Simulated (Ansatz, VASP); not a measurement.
CsPbBr3: VASP beside Ansatz

Contents of INCAR:

```
PREC     = Accurate       # precision mode
ENCUT    = 520            # plane-wave cutoff, eV
EDIFF    = 1E-6           # SCF threshold, eV
ISMEAR   = 0              # smearing method
SIGMA    = 0.05           # smearing width, eV
LREAL    = F              # projectors in reciprocal space
LASPH    = T              # aspherical terms in the spheres
NELM     = 80             # most SCF steps
ALGO     = Normal         # electronic algorithm
ISIF     = 2              # what is computed and relaxed
LWAVE    = F              # write WAVECAR
LCHARG   = F              # write CHGCAR
GGA      = PS             # functional
NBANDS   = 30             # bands
```

File KPOINTS:

```
regular mesh
0
Gamma
  6 6 6
```

Contents of POSCAR:

```
CsPbBr3
1.0
    5.9580500000      0.0000000000      0.0000000000
    0.0000000000      5.9580500000      0.0000000000
    0.0000000000      0.0000000000      5.9580500000
Cs Pb Br
1 1 3
Direct
    0.0000000000      0.0000000000      0.0000000000
    0.5000000000      0.5000000000      0.5000000000
    0.0000000000      0.5000000000      0.5000000000
    0.5000000000      0.0000000000      0.5000000000
    0.5000000000      0.5000000000      0.0000000000
```

Input for Ansatz:

```yaml
crystal:
  lattice:
    - [5.95805, 0.0, 0.0]
    - [0.0, 5.95805, 0.0]
    - [0.0, 0.0, 5.95805]
  atoms:
    - { symbol: Cs, position: [0.0, 0.0, 0.0] }
    - { symbol: Pb, position: [0.5, 0.5, 0.5] }
    - { symbol: Br, position: [0.0, 0.5, 0.5] }
    - { symbol: Br, position: [0.5, 0.0, 0.5] }
    - { symbol: Br, position: [0.5, 0.5, 0.0] }
basis:
  ecutwfc: 420
kpoints:
  mp_grid: { grid: [6, 6, 6] }
hamiltonian:
  xc: pbesol
scf:
  occupations: { method: gaussian, width: 0.05 }
output:
  forces: true
  stress: true
  eigenvalues: true
```

Change from the starting cell: strain +0.015 along x and y, +0.015 along z, atoms carried along.

Alike in both runs: task single point; functional PBEsol; k mesh 6 × 6 × 6; occupations gaussian, width 0.05 eV; no spin polarisation.

|  | VASP | Ansatz |
| --- | --- | --- |
| version | VASP 6.6.1 | Ansatz 0.2.0 |
| potentials or method | VASP PAW PBE potentials, release 64 (Cs_sv, Pb_d, Br), cutoff 520 eV | scalar-relativistic, plane waves, PAW |
| valence electrons in the cell | 44 | 44 |

```tsv
	VASP	Ansatz	Ansatz less VASP
gap on the k mesh at the Fermi level (eV)	1.60	1.60	-0.001
least direct gap on the mesh (eV)	1.60	1.60	-0.001
pressure (GPa)	-0.9	-0.8	0.00
```

VASP's potentials were made for PBE, not for PBEsol.

Spin-orbit coupling is off throughout.
